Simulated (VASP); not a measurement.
# BN (P1) in VASP: a series of runs, part 2 of 2

VASP 6.6.1. Earlier steps stand in the parts before.

**3. Single point, PBEsol (atom 3 (N) moved by (+0.100, +0.100) A along [1 1 0] and z)**

Input file INCAR:

```
SYSTEM = BN
ALGO = Normal ; EDIFF = 1E-6
ENCUT = 520 ; GGA = PS
ISIF = 2 ; ISMEAR = 0
LASPH = .TRUE. ; LCHARG = .FALSE.
LREAL = .FALSE. ; LWAVE = .FALSE.
NBANDS = 16 ; NELM = 100
PREC = Accurate ; SIGMA = 0.05
```

Input file KPOINTS:

```
k-points
0
G
  12 12 6
  0 0 0
```

Input file POSCAR:

```
BN
1.0
    2.5539396017      0.0000000000      0.0000000000
   -1.2769698009      2.2117765748      0.0000000000
    0.0000000000      0.0000000000      4.2268550000
B N
2 2
Direct
    0.6666666667      0.3333333333      0.9997240000
    0.3333333333      0.6666666667      0.4997240000
    0.7103386106      0.3653034152      0.6489342518
    0.3333333333      0.6666666667      0.1252760000
```

Potentials or basis: VASP PAW PBE potentials, release 64 (B, N).

On the command line:

```console
> cat potpaw_PBE.64/B/POTCAR potpaw_PBE.64/N/POTCAR > POTCAR
> mpirun -np 1 vasp_std > vasp.out
```

OUTCAR:

```text
SYSTEM = BN
   EDIFF = 1E-6
   ENCUT = 520
   GGA = PS
   ISIF = 2
   ISMEAR = 0
   LASPH = .TRUE.
   LREAL = .FALSE.
   NELM = 100
   PREC = Accurate

 ion  position               nearest neighbor table
   1  0.667  0.333  1.000-   3 1.49   4 1.57   4 1.57   4 1.57
   2  0.333  0.667  0.500-   3 1.52   4 1.58   3 1.63   3 1.67
   3  0.710  0.365  0.649-   1 1.49   2 1.52   2 1.63   2 1.67
   4  0.333  0.667  0.125-   1 1.57   1 1.57   1 1.57   2 1.58

  LATTYP: Found a hexagonal cell.
 ALAT       =     2.5539396017
 C/A-ratio  =     1.6550332659

  Lattice vectors:

 A1 = (   2.5539396017,   0.0000000000,   0.0000000000)
 A2 = (  -1.2769698009,   2.2117765748,   0.0000000000)
 A3 = (   0.0000000000,   0.0000000000,   4.2268550000)

Analysis of symmetry for initial positions (statically):
=====================================================================
 Subroutine PRICEL returns:
 Original cell was already a primitive cell.

 Routine SETGRP: Setting up the symmetry group for a
 hexagonal supercell.

[... 165 lines left out ...]
  ---------------------------------------------------
  free energy    TOTEN  =       -36.31899739 eV

  energy without entropy =      -36.31899739  energy(sigma->0) =      -36.31899739

 E-fermi :   8.2427     XC(G=0): -12.9581

 val. band max:        7.9222831358   @ k =   0.0000   0.0000   0.0000
 cond. band min:      11.7619929380   @ k =   0.3333   0.3333   0.0000
 fundamental gap:      3.8397098022
 Fermi energy:         8.2426634111

 k-point     1 :       0.0000    0.0000    0.0000
  band No.  band energies     occupation
      1     -12.9398      2.00000
      2      -8.7735      2.00000
      3      -3.6579      2.00000
      4       4.9944      2.00000
      5       5.6388      2.00000
      6       6.5153      2.00000
[... 433 lines left out ...]
      3      -2.6593      2.00000
      4       2.0957      2.00000
      5       3.1906      2.00000
      6       4.9492      2.00000
[... 8 lines left out ...]
     15      21.9936      0.00000
     16      22.7920      0.00000

 [... further k-points ...]
[... 5 lines left out ...]
  --------------------------------------------------------------------------------------
  -------------------------------------------------------------------------------------
  Total       -0.3722129     -0.6735352     -0.1182728      0.2552584     -0.1402939     -0.2391458
  in kB      -24.9765670    -45.1961735     -7.9364484     17.1285844     -9.4141323    -16.0473786
  external PRESSURE =     -26.0363963 kB  Pullay stress =       0.0000000 kB

 VOLUME and BASIS-vectors are now :
 -----------------------------------------------------------------------------
  energy-cutoff  :      520.00
  volume of cell :       23.88
      direct lattice vectors                 reciprocal lattice vectors
     2.553939602  0.000000000  0.000000000     0.391551938  0.226062617  0.000000000
    -1.276969801  2.211776575  0.000000000     0.000000000  0.452125233  0.000000000
     0.000000000  0.000000000  4.226855000     0.000000000  0.000000000  0.236582518

 POSITION                                       TOTAL-FORCE (eV/Angst)
 -----------------------------------------------------------------------------------
      1.27697      0.73726      4.22569         0.319254      0.306690      1.255533
     -0.00000      1.47452      2.11226         1.298885      1.022664      1.228442
      1.34768      0.80797      2.74295        -1.641974     -1.344160     -3.839441
     -0.00000      1.47452      0.52952         0.023836      0.014806      1.355466
 -----------------------------------------------------------------------------------
    total drift:                               -0.000094     -0.000020     -0.000066

  FREE ENERGIE OF THE ION-ELECTRON SYSTEM (eV)
  ---------------------------------------------------
  free  energy   TOTEN  =       -36.3189973948 eV

  energy  without entropy=      -36.3189973948  energy(sigma->0) =      -36.31899739
```

OSZICAR:

```text
N       E                     dE             d eps       ncg     rms          rms(c)
DAV:   1     0.358480045253E+02    0.35848E+02   -0.83119E+03 13976   0.972E+02
DAV:   2    -0.360080879169E+02   -0.71856E+02   -0.67099E+02 19896   0.228E+02
DAV:   3    -0.382546919497E+02   -0.22466E+01   -0.22413E+01 16112   0.369E+01
DAV:   4    -0.382601348372E+02   -0.54429E-02   -0.54425E-02 17032   0.207E+00
DAV:   5    -0.382601499696E+02   -0.15132E-04   -0.15132E-04 15952   0.100E-01    0.933E+00
DAV:   6    -0.365124373102E+02    0.17477E+01   -0.21123E+00 18048   0.132E+01    0.447E+00
DAV:   7    -0.363612683378E+02    0.15117E+00   -0.29943E-01 18208   0.439E+00    0.270E+00
DAV:   8    -0.363199762929E+02    0.41292E-01   -0.51133E-02 17800   0.174E+00    0.246E-01
DAV:   9    -0.363189278022E+02    0.10485E-02   -0.19081E-03 16808   0.489E-01    0.124E-01
DAV:  10    -0.363189955850E+02   -0.67783E-04   -0.29466E-04 17592   0.135E-01    0.229E-02
DAV:  11    -0.363189958983E+02   -0.31330E-06   -0.15448E-05 18176   0.379E-02    0.880E-03
DAV:  12    -0.363189972628E+02   -0.13645E-05   -0.17084E-06 13656   0.124E-02    0.487E-03
DAV:  13    -0.363189973948E+02   -0.13197E-06   -0.14952E-07  6984   0.344E-03
   1 F= -.36318997E+02 E0= -.36318997E+02  d E =-.481810E-22
```

stdout:

```text
POSCAR found type information on POSCAR B N
 POSCAR found :  2 types and       4 ions
 scaLAPACK will be used
 -----------------------------------------------------------------------------
|                                                                             |
|                                                                             |
|     You enforced a specific xc type in the INCAR file but a different       |
|     I HOPE YOU KNOW WHAT YOU ARE DOING!                                     |
|                                                                             |
 -----------------------------------------------------------------------------

 LDA part: xc-table for (Slater+PW92), standard interpolation
 POSCAR, INCAR and KPOINTS ok, starting setup
 FFT: planning ... GRIDC
 FFT: planning ... GRID_SOFT
 FFT: planning ... GRID
 WAVECAR not read
 entering main loop
```

It took 76 s on 1 thread of Intel Xeon 6975P-C (Granite Rapids), shared host; peak memory 0.24 GiB.

Results:

```
Free energy            : -36.3190 eV
Pressure               : -2.6 GPa
Largest force          : 4.387 eV/Å
Band gap on the k mesh : 3.84 eV, indirect (least direct gap 7.44 eV)
```

Forces in eV/Å, atoms in the order of the input:
```
B    0.319  0.307  1.256
B    1.299  1.023  1.228
N   -1.642 -1.344 -3.839
N    0.024  0.015  1.355
```

Stress tensor (GPa, compression positive):
```
-2.50  1.71 -1.60
 1.71 -4.52 -0.94
-1.60 -0.94 -0.79
```

Caveat: the cell differs from its parent crystal (atom 3 (N) moved by (+0.100, +0.100) A along [1 1 0] and z); the PAW data sets were made with another functional, which shifts forces and pressure a little.
